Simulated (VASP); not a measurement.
Here is a VASP 6.6.1 calculation.

INCAR

```
ALGO     = Normal         # electronic algorithm
EDIFF    = 1E-6           # SCF threshold, eV
ENCUT    = 520            # plane-wave cutoff, eV
GGA      = PS             # functional
ISIF     = 2              # what is computed and relaxed
ISMEAR   = 0              # smearing method
ISPIN    = 2              # spin polarisation
LASPH    = T              # aspherical terms in the spheres
LCHARG   = F              # write CHGCAR
LDAU     = T              # DFT+U
LDAUJ    = 0 0          
LDAUL    = 2 -1           # shell
LDAUPRINT= 1            
LDAUTYPE = 2            
LDAUU    = 5 0            # U, eV
LMAXMIX  = 4              # l up to which the mixer works
LORBIT   = 11             # projections on sites
LREAL    = Auto         
LWAVE    = F              # write WAVECAR
MAGMOM   = 4 0 0 0 0 0 0 0 0 0 0 0 0 0 0 0 # initial moments
NBANDS   = 53             # bands
NELM     = 150            # most SCF steps
PREC     = Accurate       # precision mode
SIGMA    = 0.05           # smearing width, eV
```

Contents of KPOINTS:

```
k-points
0
Gamma
  3 3 3
```

Contents of POSCAR:

```
Si15Ni
1.0
    0.0000000000      5.4370000000      5.4370000000
    5.4370000000      0.0000000000      5.4370000000
    5.4370000000      5.4370000000      0.0000000000
Ni Si
1 15
Direct
    1.0000000000      0.0000000000      1.0000000000
    0.0008460273      0.0008460273      0.4991539727
    0.0008460273      0.4991539727      0.0008460273
    0.0008460273      0.4991539727      0.4991539727
    0.4991539727      0.0008460273      0.0008460273
    0.4991539727      0.0008460273      0.4991539727
    0.4991539727      0.4991539727      0.0008460273
    0.5000000000      0.5000000000      0.5000000000
    0.1202211774      0.1202211774      0.1202211774
    0.1202211774      0.1202211774      0.6393364679
    0.1202211774      0.6393364679      0.1202211774
    0.1235527506      0.6254824165      0.6254824165
    0.6393364679      0.1202211774      0.1202211774
    0.6254824165      0.1235527506      0.6254824165
    0.6254824165      0.6254824165      0.1235527506
    0.6254824165      0.6254824165      0.6254824165
```

Potentials or basis: VASP PAW PBE potentials, release 64 (Ni, Si).

Launch:

```sh
$ cat potpaw_PBE.64/Ni/POTCAR potpaw_PBE.64/Si/POTCAR > POTCAR
$ mpirun -np 1 vasp_std > vasp.out
```

**Question.** Predict the net moment.

**Answer.** -0.66 μB per cell.

**Question.** What does it give for the site moments?

**Answer.** Ni -0.18; Si -0.01, -0.00, -0.03 (each value once) μB.

**Question.** What does it give for the pressure?

**Answer.** -2.5 GPa.

Eigenvalues of the final occupation matrices:
```tsv
site	spin	trace	eigenvalues
site 1 d	1	4.31	0.83 0.83 0.83 0.91 0.91
site 1 d	2	4.43	0.87 0.87 0.87 0.91 0.91
```

Caveat: the PAW data sets were made with another functional, which shifts forces and pressure a little; the U is typed as a test and isn't derived for this compound. The state reached can hang on the start; a lower one may exist.
